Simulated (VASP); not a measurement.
# Ag2O (Pn-3m) in VASP: single point with r2SCAN

Aim: the single point of Ag2O with r2SCAN.

Everything below comes from runs of VASP 6.6.1. Logs are shortened: lines on timing, memory, paths and dates and some standing lists are left out, and cuts for length are marked.

### 1 The cell of the first run

Symmetry: Pn-3m, No. 224, cubic system. Conventional cell: a = 4.756 Å, b = 4.756 Å, c = 4.756 Å, α = 90.00°, β = 90.00°, γ = 90.00°. Within 2.7 Å of Ag (site symmetry -3m) lie 2 O at 2.06 Å. Within 2.7 Å of O (site symmetry -43m) lie 4 Ag at 2.06 Å.

### 2 Single point, r2SCAN

POSCAR reads:

```
Ag2O
1.0
    4.7561153287      0.0000000000      0.0000000000
    0.0000000000      4.7561153287      0.0000000000
    0.0000000000      0.0000000000      4.7561153287
Ag O
4 2
Direct
    0.2500000000      0.2500000000      0.2500000000
    0.2500000000      0.7500000000      0.7500000000
    0.7500000000      0.7500000000      0.2500000000
    0.7500000000      0.2500000000      0.7500000000
    0.0000000000      0.0000000000      0.0000000000
    0.5000000000      0.5000000000      0.5000000000
```

INCAR.step1 reads:

```
SYSTEM = Ag2O
PREC = Accurate ; ENCUT = 660
ISMEAR = -1 ; SIGMA = 0.02
LREAL = .FALSE. ; LASPH = .TRUE.
NELM = 120 ; NBANDS = 37
GGA = PE ; ALGO = Normal
EDIFF = 1E-5 ; LWAVE = .TRUE.
LCHARG = .FALSE. ; GGA_COMPAT = .FALSE.
```

INCAR.step2 reads:

```
SYSTEM = Ag2O
PREC = Accurate ; ENCUT = 660
EDIFF = 1E-6 ; ISMEAR = -1
SIGMA = 0.02 ; LREAL = .FALSE.
LASPH = .TRUE. ; NELM = 120
ALGO = Normal ; ISIF = 2
LWAVE = .FALSE. ; LCHARG = .FALSE.
METAGGA = R2SCAN ; LMIXTAU = .TRUE.
NBANDS = 37 ; ISTART = 1
GGA_COMPAT = .FALSE.
```

KPOINTS reads:

```
regular mesh
0
G
  6 6 6
  0 0 0
```

Potentials or basis: VASP PAW PBE potentials, release 64 (Ag, O).

On the command line:

```console
$ cat potpaw_PBE.64/Ag/POTCAR potpaw_PBE.64/O/POTCAR > POTCAR
$ cp INCAR.step1 INCAR
$ mpirun -np 1 vasp_std > vasp.out
$ cp INCAR.step2 INCAR
$ mpirun -np 1 vasp_std > vasp.out
```

OUTCAR:

```text
SYSTEM = Ag2O
   PREC = Accurate
   ENCUT = 660
   EDIFF = 1E-6
   ISMEAR = -1
   LREAL = .FALSE.
   LASPH = .TRUE.
   NELM = 120
   ISIF = 2
   METAGGA = R2SCAN
   ISTART = 1

 ion  position               nearest neighbor table
   1  0.250  0.250  0.250-   5 2.06   6 2.06   4 3.36   2 3.36   3 3.36   2 3.36   4 3.36   2 3.36
                             3 3.36   2 3.36   3 3.36   4 3.36   4 3.36   3 3.36
   2  0.250  0.750  0.750-   5 2.06   6 2.06   4 3.36   1 3.36   3 3.36   1 3.36   3 3.36   1 3.36
                             4 3.36   1 3.36   3 3.36   4 3.36   3 3.36   4 3.36
   3  0.750  0.750  0.250-   5 2.06   6 2.06   4 3.36   1 3.36   2 3.36   2 3.36   4 3.36   1 3.36
                             4 3.36   4 3.36   1 3.36   2 3.36   2 3.36   1 3.36
   4  0.750  0.250  0.750-   5 2.06   6 2.06   3 3.36   1 3.36   2 3.36   1 3.36   3 3.36   2 3.36
                             3 3.36   3 3.36   1 3.36   2 3.36   1 3.36   2 3.36
   5  0.000  0.000  0.000-   1 2.06   2 2.06   3 2.06   4 2.06
   6  0.500  0.500  0.500-   1 2.06   2 2.06   3 2.06   4 2.06

  LATTYP: Found a simple cubic cell.
 ALAT       =     4.7561153287

  Lattice vectors:

 A1 = (   4.7561153287,   0.0000000000,   0.0000000000)
 A2 = (   0.0000000000,   4.7561153287,   0.0000000000)
 A3 = (   0.0000000000,   0.0000000000,   4.7561153287)

Analysis of symmetry for initial positions (statically):
=====================================================================
 Subroutine PRICEL returns:
 Original cell was already a primitive cell.

 Routine SETGRP: Setting up the symmetry group for a
 simple cubic supercell.

 Subroutine GETGRP returns: Found 48 space group operations
 (whereof 24 operations were pure point group operations)
 out of a pool of 48 trial point group operations.

The static configuration has the point symmetry T_d .
 The point group associated with its full space group is O_h .

Analysis of symmetry for dynamics (positions and initial velocities):
=====================================================================
 Subroutine PRICEL returns:
 Original cell was already a primitive cell.

 Routine SETGRP: Setting up the symmetry group for a
 simple cubic supercell.

 Subroutine GETGRP returns: Found 48 space group operations
 (whereof 24 operations were pure point group operations)
 out of a pool of 48 trial point group operations.

The dynamic configuration has the point symmetry T_d .
 The point group associated with its full space group is O_h .

 Subroutine INISYM returns: Found 48 space group operations
 (whereof 24 operations are pure point group operations),
 and found     1 'primitive' translations

----------------------------------------------------------------------------------------

                                     Primitive cell

  volume of cell :     107.5863

  direct lattice vectors                    reciprocal lattice vectors
     4.756115329  0.000000000  0.000000000     0.210255625  0.000000000  0.000000000
     0.000000000  4.756115329  0.000000000     0.000000000  0.210255625  0.000000000
     0.000000000  0.000000000  4.756115329     0.000000000  0.000000000  0.210255625

  length of vectors
     4.756115329  4.756115329  4.756115329     0.210255625  0.210255625  0.210255625

  position of ions in fractional coordinates (direct lattice)
     0.250000000  0.250000000  0.250000000
     0.250000000  0.750000000  0.750000000
     0.750000000  0.750000000  0.250000000
     0.750000000  0.250000000  0.750000000
     0.000000000  0.000000000  0.000000000
     0.500000000  0.500000000  0.500000000

  ion indices of the primitive-cell ions
   primitive index   ion index
                 1           1
                 2           2
                 3           3
                 4           4
                 5           5
                 6           6

----------------------------------------------------------------------------------------

 KPOINTS: regular mesh

Automatic generation of k-mesh.
 Grid dimensions read from file:
 generate k-points for:    6    6    6

 Generating k-lattice:

  Cartesian coordinates                     Fractional coordinates (reciprocal lattice)
     0.035042604  0.000000000  0.000000000     0.166666667  0.000000000  0.000000000
     0.000000000  0.035042604  0.000000000     0.000000000  0.166666667  0.000000000
     0.000000000  0.000000000  0.035042604     0.000000000  0.000000000  0.166666667

  Length of vectors
     0.035042604  0.035042604  0.035042604

  Shift w.r.t. Gamma in fractional coordinates (k-lattice)
     0.000000000  0.000000000  0.000000000

 Subroutine IBZKPT returns following result:
 ===========================================

 Found     20 irreducible k-points:

 Following reciprocal coordinates:
            Coordinates               Weight
  0.000000  0.000000  0.000000      1.000000
  0.166667  0.000000  0.000000      6.000000
  0.333333  0.000000  0.000000      6.000000
  0.500000  0.000000  0.000000      3.000000
  0.166667  0.166667  0.000000     12.000000
  0.333333  0.166667  0.000000     24.000000
[... 12 lines left out ...]
  0.500000  0.500000  0.333333      6.000000
  0.500000  0.500000  0.500000      1.000000
   k-points           NKPTS =     20   k-points in BZ     NKDIM =     20   number of bands    NBANDS=     37
   number of dos      NEDOS =    301   number of ions     NIONS =      6
   total plane-waves  NPLWV =  64000
   dimension x,y,z NGX =    40 NGY =   40 NGZ =   40
   dimension x,y,z NGXF=    80 NGYF=   80 NGZF=   80
   ions per type =               4   2
   NGX,Y,Z   is equivalent  to a cutoff of  13.98, 13.98, 13.98 a.u.
   NGXF,Y,Z  is equivalent  to a cutoff of  27.96, 27.96, 27.96 a.u.
 SYSTEM =  Ag2O
   PREC   = accura    normal or accurate (medium, high low for compatibility)
   ISTART =      1    job   : 0-new  1-cont  2-samecut
   ICHARG =      0    charge: 1-file 2-atom 10-const
   ISPIN  =      1    spin polarized calculation?
   LNONCOLLINEAR =      F non collinear calculations
   LSORBIT =      F    spin-orbit coupling
   LASPH  =      T    aspherical Exc in radial PAW
   ENCUT  =  660.0 eV  48.51 Ry    6.96 a.u.   9.96  9.96  9.96*2*pi/ulx,y,z
   NELM   =    120;   NELMIN=  2; NELMDL=  0     # of ELM steps
   EDIFF  = 0.1E-05   stopping-criterion for ELM
   LREAL  =      F    real-space projection
   EDIFFG = 0.1E-04   stopping-criterion for IOM
   NSW    =      0    number of steps for IOM
   IBRION =     -1    ionic relax: 0-MD 1-quasi-New 2-CG
   NFREE  =      0    steps in history (QN), initial steepest desc. (CG)
   ISIF   =      2    stress and relaxation
   ISYM   =      2    0-nonsym 1-usesym 2-fastsym
   POTIM  = 0.5000    time-step for ionic-motion
   TEBEG  =    0.0;   TEEND  =   0.0 temperature during run
   PSTRESS=    0.0 pullay stress
   NELECT =      56.0000    total number of electrons
   NUPDOWN=      -1.0000    fix difference up-down
   EMIN   =  10.00;   EMAX   =-10.00  energy-range for DOS
   EFERMI =   0.00;   METHOD = LEGACY
   ISMEAR =    -1;   SIGMA  =   0.02  broadening in eV -4-tet -1-fermi 0-gaus
   EFERMI_NEDOS =   21; number of points for ismear=-14 and -15
   IALGO  =     38    algorithm
   IMIX   =      4    mixing-type and parameters
     AMIX     =   0.40;   BMIX     =  1.00
     AMIX_MAG =   1.60;   BMIX_MAG =  1.00
  volume/ion in A,a.u.               =      17.93       121.00
  Fermi-wavevector in a.u.,A,eV,Ry     =   1.316897  2.488574 23.595463  1.734218
  Thomas-Fermi vector in A             =   2.446976
   LORBIT       =      0    0 simple, 1 ext, 2 COOP (PROOUT), +10 PAW based schemes
   METAGGA = R2SCAN    functional components
   LHFCALC =     F    Hartree Fock is set to
   AEXX    =    0.0000 exact exchange contribution
   IVDW    =     0    specifies the selected vdW correction
   LEPSILON=     F    determine dielectric tensor
   LRPA    =     F    only Hartree local field effects (RPA)
 non-spin polarized calculation
  energy-cutoff  :      660.00
  volume of cell :      107.59
 maximum number of plane-waves:      4224
 NGX is ok and might be reduce to    40
   NGX = 19   NGY = 19   NGZ = 19

 number of electron      55.9999995 magnetization

 Free energy of the ion-electron system (eV)
  ---------------------------------------------------
  ext. energy  EPLUGINS =         0.00000000
  ---------------------------------------------------
  free energy    TOTEN  =       -98.36075175 eV

  energy without entropy =      -98.36073956  energy(sigma->0) =      -98.36074565

 E-fermi :   4.3253     XC(G=0): -10.9624

 val. band max:        4.1947304830   @ k =   0.0000   0.0000   0.0000
 cond. band min:       4.4326156488   @ k =   0.0000   0.0000   0.0000
 fundamental gap:      0.2378851658
 Fermi energy:         4.3252963413

 k-point     1 :       0.0000    0.0000    0.0000
  band No.  band energies     occupation
      1     -15.5558      2.00000
      2     -14.9232      2.00000
      3      -2.6241      2.00000
      4      -2.6241      2.00000
      5      -2.6241      2.00000
      6      -0.3255      2.00000
[... 29 lines left out ...]
     36      13.3185      0.00000
     37      13.3461      0.00000

 k-point     2 :       0.1667    0.0000    0.0000
  band No.  band energies     occupation
      1     -15.5153      2.00000
      2     -14.9678      2.00000
      3      -2.5309      2.00000
      4      -2.5309      2.00000
      5      -2.4941      2.00000
      6      -0.3074      2.00000
[... 29 lines left out ...]
     36      12.9591      0.00000
     37      12.9591      0.00000

 k-point     3 :       0.3333    0.0000    0.0000
  band No.  band energies     occupation
      1     -15.4036      2.00000
      2     -15.0877      2.00000
      3      -2.2841      2.00000
      4      -2.2841      2.00000
      5      -2.1209      2.00000
      6      -0.8863      2.00000
[... 29 lines left out ...]
     36      12.4159      0.00000
     37      12.4159      0.00000

 k-point     4 :       0.5000    0.0000    0.0000
  band No.  band energies     occupation
      1     -15.2477      2.00000
      2     -15.2477      2.00000
      3      -2.0871      2.00000
      4      -2.0871      2.00000
      5      -1.5549      2.00000
      6      -1.5549      2.00000
[... 29 lines left out ...]
     36      12.1976      0.00000
     37      13.1777      0.00000
[... 523 lines left out ...]
      1     -15.4440      2.00000
      2     -15.0268      2.00000
      3      -2.3911      2.00000
      4      -2.3878      2.00000
      5      -2.2479      2.00000
      6      -0.6254      2.00000
[... 29 lines left out ...]
     36      12.1585      0.00000
     37      15.8582      0.00000

 k-point    19 :       0.5000    0.5000    0.3333
  band No.  band energies     occupation
      1     -15.4736      2.00000
      2     -14.9915      2.00000
      3      -2.4336      2.00000
      4      -2.4336      2.00000
      5      -2.3573      2.00000
      6      -0.3848      2.00000
[... 29 lines left out ...]
     36      11.4889      0.00000
     37      16.8146      0.00000

 k-point    20 :       0.5000    0.5000    0.5000
  band No.  band energies     occupation
      1     -15.5077      2.00000
      2     -14.9506      2.00000
      3      -2.4810      2.00000
      4      -2.4810      2.00000
      5      -2.4810      2.00000
      6      -0.0481      2.00000
[... 29 lines left out ...]
     36      10.7524      0.00000
     37      17.6341      0.00000

------------------------ aborting loop because EDIFF is reached ----------------------------------------

  FORCE on cell =-STRESS in cart. coord.  units (eV):
  Direction    XX          YY          ZZ          XY          YZ          ZX
  --------------------------------------------------------------------------------------
  -------------------------------------------------------------------------------------
  Total       -0.0976920     -0.0976920     -0.0976920      0.0000000      0.0000000     -0.0000000
  in kB       -1.4548305     -1.4548305     -1.4548305      0.0000000      0.0000000     -0.0000000
  external PRESSURE =      -1.4548305 kB  Pullay stress =       0.0000000 kB

 VOLUME and BASIS-vectors are now :
 -----------------------------------------------------------------------------
  energy-cutoff  :      660.00
  volume of cell :      107.59
      direct lattice vectors                 reciprocal lattice vectors
     4.756115329  0.000000000  0.000000000     0.210255625  0.000000000  0.000000000
     0.000000000  4.756115329  0.000000000     0.000000000  0.210255625  0.000000000
     0.000000000  0.000000000  4.756115329     0.000000000  0.000000000  0.210255625

 POSITION                                       TOTAL-FORCE (eV/Angst)
 -----------------------------------------------------------------------------------
      1.18903      1.18903      1.18903         0.000000     -0.000000      0.000000
      1.18903      3.56709      3.56709         0.000000     -0.000000     -0.000000
      3.56709      3.56709      1.18903        -0.000000      0.000000     -0.000000
      3.56709      1.18903      3.56709         0.000000     -0.000000      0.000000
      0.00000      0.00000      0.00000        -0.000000      0.000000     -0.000000
      2.37806      2.37806      2.37806        -0.000000      0.000000     -0.000000
 -----------------------------------------------------------------------------------
    total drift:                                0.000000     -0.000000     -0.000000

  FREE ENERGIE OF THE ION-ELECTRON SYSTEM (eV)
  ---------------------------------------------------
  free  energy   TOTEN  =       -98.3607517465 eV

  energy  without entropy=      -98.3607395611  energy(sigma->0) =      -98.36074565
```

Wall time 4 min (1 thread of Intel Xeon Platinum 8488C (Sapphire Rapids), shared host); peak memory 0.3 GiB.

What came out:

```
Free energy            : -98.3608 eV
Pressure               : -0.1 GPa
Band gap on the k mesh : 0.24 eV
```

Caveat: the PAW data sets were made with another functional, which shifts forces and pressure a little. A k mesh can miss the band edges.
